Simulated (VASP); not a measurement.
# Si (P-3m1) in VASP: further runs, part 2 of 2

VASP 6.6.1. Earlier steps stand in the parts before.

### 5 Relaxation of cell and atoms, PBE

This run uses another cell than the first one, of 21.50 Å³/atom, 1.219 times its volume.

INCAR

```
SYSTEM = Si
PREC = Accurate
ENCUT = 500
EDIFF = 1E-7
ISMEAR = 0
SIGMA = 0.1
LREAL = .FALSE.
LASPH = .TRUE.
NELM = 120
ALGO = Normal
ISIF = 3
LWAVE = .FALSE.
LCHARG = .FALSE.
GGA = PE
IBRION = 2
NSW = 90
EDIFFG = -0.04
GGA_COMPAT = .FALSE.
NELMIN = 4
```

KPOINTS

```
Automatic mesh
0
G
  6 6 4
  0 0 0
```

POSCAR

```
Si
1.0
    3.6280310800      0.0000000000      0.0000000000
   -1.8140155400      3.1419670800      0.0000000000
    0.0000000000      0.0000000000      3.7721601800
Si
2
Direct
    0.3333333300      0.6666666700      0.5359238600
    0.6666666700      0.3333333300      0.4640761400
```

Command:

```sh
$ cat potpaw_PBE.64/Si/POTCAR > POTCAR
$ mpirun -np 1 vasp_std > vasp.out
```

Wall time 45 s (1 thread of Intel Xeon 6975P-C (Granite Rapids), shared host); peak memory 0.14 GiB.

It converged, with:

```yaml
Free_energy: -10.0994 eV
Relaxed_volume: 18.56 Å³/atom
Relaxed_cell: a = 3.763 Å, b = 3.763 Å, c = 3.028 Å, α = 90.00°, β = 90.00°, γ = 120.00°
Space_group_after_relaxing_to_0.05_Å: P-3m1 (No. 164)
Energy_gained_by_relaxing: 535.3 meV/atom
Ionic_steps: 23
Pressure_after_relaxing: -0.1 GPa
Largest_force_after_relaxing: 0.004 eV/Å
Band_gap_on_the_k_mesh: zero (band 4 reaches 11.10 eV, above the bottom of band 5 at 3.71 eV)
```

Forces on the atoms (eV/Å):
```
Si   0.000  0.000 -0.004
Si   0.000  0.000  0.004
```

Step by step:
```
step  energy change (eV)  largest force (eV/Å)  pressure (GPa)  volume (Å³)
   1              0.0000                0.8748           20.03        43.00
   2              0.0367                0.0685          -10.73        61.22
   3             -0.5814                0.2441           -2.58        50.36
   4             -0.5855                0.2651           -1.65        49.85
   5             -0.5858                0.2738           -1.28        49.66
   6             -0.6136                0.2838           -1.14        48.56
   7             -0.7430                0.3889           -1.31        45.28
   8             -0.9830                0.2856            1.78        38.74
   9             -0.9828                0.3142            1.05        39.47
  10             -0.9847                0.2975            1.44        39.05
  11             -0.9578                0.0064           -2.55        40.08
  12             -0.9905                0.2118           -0.02        39.37
  13             -1.0144                0.1473           -1.66        39.93
  14             -1.0209                0.0300           -3.14        40.43
  15             -1.0345                0.0462           -2.45        39.93
  16             -1.0595                0.0789           -0.98        38.44
  17             -1.0595                0.0739           -0.86        38.27
  18             -1.0660                0.0780           -0.45        37.80
  19             -1.0699                0.0613            0.23        37.16
  20             -1.0699                0.0599            0.28        37.12
  21             -1.0702                0.0308            0.04        37.15
  22             -1.0703                0.0030           -0.19        37.19
  23             -1.0705                0.0043           -0.14        37.13
```

Final structure:
```
Si
1.0
     3.76295    0.00000    0.00000
    -1.88147    3.25881    0.00000
     0.00000    0.00000    3.02761
Si
2
Direct
  0.33333 0.66667 0.64723
  0.66667 0.33333 0.35277
```

Levels at points of the mesh, in eV from the Fermi level:
| k point | band 2 | band 3 | band 4 | band 5 | band 6 | band 7 |
| --- | --- | --- | --- | --- | --- | --- |
| (0.00, 0.00, 0.00) | -1.60 | -1.60 | 0.15 | 2.27 | 2.27 | 2.41 |
| (0.50, 0.00, 0.00) | -8.49 | -3.26 | -0.32 | 4.02 | 4.51 | 7.30 |
| (0.00, 0.00, 0.50) | -7.21 | 0.30 | 0.30 | 3.59 | 3.87 | 3.87 |
| (0.50, 0.00, 0.50) | -5.92 | -4.84 | -3.08 | -1.20 | 2.63 | 2.86 |

Caveat: the k points lie up to 0.52 Å⁻¹ apart in the final cell.

### 6 Relaxation of cell and atoms, PBE

INCAR is that of step 5.

KPOINTS

```
regular mesh
0
G
  6 6 6
  0 0 0
```

POSCAR

```
Si
1.0
    3.6973692493      0.0000000000      0.0000000000
   -1.8486846246      3.2020156970      0.0000000000
    0.0000000000      0.0000000000      2.9801775058
Si
2
Direct
    0.3333333333      0.6666666667      0.6747256116
    0.6666666667      0.3333333333      0.3252743884
```

Potentials or basis: VASP PAW PBE potentials, release 64 (Si).

Command:

```sh
$ cat potpaw_PBE.64/Si/POTCAR > POTCAR
$ mpirun -np 1 vasp_std > vasp.out
```

OUTCAR:

```text
SYSTEM = Si
   PREC = Accurate
   ENCUT = 500
   EDIFF = 1E-7
   ISMEAR = 0
   LREAL = .FALSE.
   LASPH = .TRUE.
   NELM = 120
   ISIF = 3
   GGA = PE
   IBRION = 2
   NSW = 90
   EDIFFG = -0.04
   NELMIN = 4

 ion  position               nearest neighbor table
   1  0.333  0.667  0.675-   2 2.38   2 2.38   2 2.38   2 2.88   2 2.88   2 2.88
   2  0.667  0.333  0.325-   1 2.38   1 2.38   1 2.38   1 2.88   1 2.88   1 2.88

  LATTYP: Found a hexagonal cell.
 ALAT       =     3.6973692493
 C/A-ratio  =     0.8060264758

  Lattice vectors:

 A1 = (   3.6973692493,   0.0000000000,   0.0000000000)
 A2 = (  -1.8486846246,   3.2020156970,   0.0000000000)
 A3 = (   0.0000000000,   0.0000000000,   2.9801775058)

Analysis of symmetry for initial positions (statically):
=====================================================================
 Subroutine PRICEL returns:
 Original cell was already a primitive cell.

 Routine SETGRP: Setting up the symmetry group for a
 hexagonal supercell.

 Subroutine GETGRP returns: Found 12 space group operations
 (whereof 12 operations were pure point group operations)
 out of a pool of 24 trial point group operations.

The static configuration has the point symmetry D_3d.

Analysis of symmetry for dynamics (positions and initial velocities):
=====================================================================
 Subroutine PRICEL returns:
 Original cell was already a primitive cell.

 Routine SETGRP: Setting up the symmetry group for a
 hexagonal supercell.

 Subroutine GETGRP returns: Found 12 space group operations
 (whereof 12 operations were pure point group operations)
 out of a pool of 24 trial point group operations.

The dynamic configuration has the point symmetry D_3d.

 Subroutine INISYM returns: Found 12 space group operations
 (whereof 12 operations are pure point group operations),
[... 128 lines left out ...]
 non-spin polarized calculation
 Gauss-broadening in eV      SIGMA  =   0.10
  energy-cutoff  :      500.00
  volume of cell :       35.28
 maximum number of plane-waves:       911
 NGX is ok and might be reduce to    28
   NGX = 13   NGY = 13   NGZ = 11

--------------------------------------- Ionic step        1  -------------------------------------------

 number of electron       8.0000000 magnetization

 Free energy of the ion-electron system (eV)
  ---------------------------------------------------
  ext. energy  EPLUGINS =         0.00000000
  ---------------------------------------------------
  free energy    TOTEN  =        -9.97695594 eV

  energy without entropy =       -9.97307201  energy(sigma->0) =       -9.97501398

------------------------ aborting loop because EDIFF is reached ----------------------------------------

  FORCE on cell =-STRESS in cart. coord.  units (eV):
  Direction    XX          YY          ZZ          XY          YZ          ZX
  --------------------------------------------------------------------------------------
  -------------------------------------------------------------------------------------
  Total        0.1930649      0.1930649     -0.2351300      0.0000000      0.0000000      0.0000000
  in kB        8.7670925      8.7670925    -10.6772699      0.0000000      0.0000000      0.0000000
  external PRESSURE =       2.2856383 kB  Pullay stress =       0.0000000 kB
[... 59 lines left out ...]
--------------------------------------- Ionic step        3  -------------------------------------------

 number of electron       8.0000000 magnetization

 Free energy of the ion-electron system (eV)
  ---------------------------------------------------
  ext. energy  EPLUGINS =         0.00000000
  ---------------------------------------------------
  free energy    TOTEN  =        -9.97823458 eV

  energy without entropy =       -9.97545583  energy(sigma->0) =       -9.97684520

 E-fermi :   7.5166     XC(G=0): -10.1363

 val. band max:        7.4587299235   @ k =   0.5000  -0.0000   0.1667
 cond. band min:       7.6297320385   @ k =   0.3333  -0.0000   0.3333
 fundamental gap:      0.1710021151
 Fermi energy:         7.5166064021

 k-point     1 :       0.0000    0.0000    0.0000
  band No.  band energies     occupation
      1      -5.5161      2.00000
      2       5.9352      2.00000
      3       5.9352      2.00000
      4       7.7539      0.00079
      5       9.6526      0.00000
      6       9.7510      0.00000
      7       9.7510      0.00000
      8      11.1724      0.00000
[... 243 lines left out ...]
 k-point    24 :       0.1667    0.1667    0.3333
  band No.  band energies     occupation
      1      -2.7342      2.00000
      2       2.8742      2.00000
      3       3.2089      2.00000
      4       5.3584      2.00000
      5       8.5137      0.00000
      6      11.0061      0.00000
      7      11.8091      0.00000
      8      11.9195      0.00000

 [... further k-points ...]

------------------------ aborting loop because EDIFF is reached ----------------------------------------

  FORCE on cell =-STRESS in cart. coord.  units (eV):
  Direction    XX          YY          ZZ          XY          YZ          ZX
  --------------------------------------------------------------------------------------
  -------------------------------------------------------------------------------------
  Total       -0.0332954     -0.0332954     -0.0556991     -0.0000000      0.0000000      0.0000000
  in kB       -1.5075908     -1.5075908     -2.5220172     -0.0000000      0.0000000      0.0000000
  external PRESSURE =      -1.8457329 kB  Pullay stress =       0.0000000 kB
[... 17 lines left out ...]
  FREE ENERGIE OF THE ION-ELECTRON SYSTEM (eV)
  ---------------------------------------------------
  free  energy   TOTEN  =        -9.9782345789 eV

  energy  without entropy=       -9.9754558262  energy(sigma->0) =       -9.97684520

 reached required accuracy - stopping structural energy minimisation
```

CONTCAR:

```text
Si
   1.00000000000000
     3.7111166532972399    0.0000000000002147    0.0000000000000000
    -1.8555583265982483    3.2139212980968632    0.0000000000000000
     0.0000000000000000    0.0000000000000000    2.9666824514725705
  Si
     2
Direct
     0.3333333332999970    0.6666666667000030    0.6747440985089852
     0.6666666667000030    0.3333333332999970    0.3252559014910148

  0.00000000E+00  0.00000000E+00  0.00000000E+00
  0.00000000E+00  0.00000000E+00  0.00000000E+00
```

Run time: 7.2 s. Hardware: 1 thread of Intel Xeon 6975P-C (Granite Rapids), shared host; peak memory 0.14 GiB.

What came out:

```
Free energy                            : -9.9782 eV
Relaxed volume                         : 17.69 Å³/atom
Relaxed cell                           : a = 3.711 Å, b = 3.711 Å, c = 2.967 Å, α = 90.00°, β = 90.00°, γ = 120.00°
Space group after relaxing (to 0.05 Å) : P-3m1 (No. 164)
Energy gained by relaxing              : 0.6 meV/atom
Ionic steps                            : 3
Pressure after relaxing                : -0.2 GPa
Largest force after relaxing           : 0.030 eV/Å
Band gap on the k mesh                 : zero (band 4 reaches 11.98 eV, above the bottom of band 5 at 4.53 eV)
```

Forces on the atoms (eV/Å):
```
Si   0.000  0.000 -0.030
Si   0.000  0.000  0.030
```

Step by step:
| step | energy change (eV) | largest force (eV/Å) | pressure (GPa) | volume (Å³) |
| --- | --- | --- | --- | --- |
| 1 | 0.0000 | 0.0014 | 0.23 | 35.28 |
| 2 | -0.0012 | 0.0371 | -0.28 | 35.41 |
| 3 | -0.0013 | 0.0299 | -0.18 | 35.38 |

Final structure:
```cif
data_structure
_symmetry_space_group_name_H-M 'P 1'
_symmetry_Int_Tables_number 1
_cell_length_a 3.7111
_cell_length_b 3.7111
_cell_length_c 2.9667
_cell_angle_alpha 90.000
_cell_angle_beta 90.000
_cell_angle_gamma 120.000
_cell_volume 35.38
loop_
_atom_site_label
_atom_site_type_symbol
_atom_site_fract_x
_atom_site_fract_y
_atom_site_fract_z
_atom_site_occupancy
Si1 Si 0.33333 0.66667 0.67474 1
Si2 Si 0.66667 0.33333 0.32526 1
```

### 7 The runs side by side

| task | cell | k mesh | gap on the mesh (eV) | pressure (GPa) | relaxed volume (Å³/atom) | largest force (eV/Å) |
| --- | --- | --- | --- | --- | --- | --- |
| single point | a = 3.697, b = 3.697, c = 2.980 Å, angles 90.0, 90.0, 120.0°, 2 atoms | 6 × 6 × 4 | none | -0.1 | - | - |
| single point | a = 3.628, b = 3.628, c = 3.772 Å, angles 90.0, 90.0, 120.0°, 2 atoms | 6 × 6 × 4 | none | 20.0 | - | 0.87 |
| single point | a = 3.709, b = 3.709, c = 2.965 Å, angles 90.0, 90.0, 120.0°, 2 atoms | 6 × 6 × 6 | none | 0.0 | - | 0.01 |
| relaxation of cell and atoms | relaxed from a = 3.628, b = 3.628, c = 3.772 Å, angles 90.0, 90.0, 120.0°, 2 atoms | 6 × 6 × 4 | none | -0.1 | 18.56 | - |
| relaxation of cell and atoms | relaxed from a = 3.697, b = 3.697, c = 2.980 Å, angles 90.0, 90.0, 120.0°, 2 atoms | 6 × 6 × 6 | none | -0.2 | 17.69 | 0.03 |

Alike in all rows: level PBE; potentials or basis VASP PAW PBE potentials, release 64 (Si); no spin polarisation; cutoff (eV) 500; smearing gaussian 0.1 eV.

Caveats: some runs use coarse meshes.

Total energies depend on the potentials used, so only differences within one code and one set of settings carry meaning.
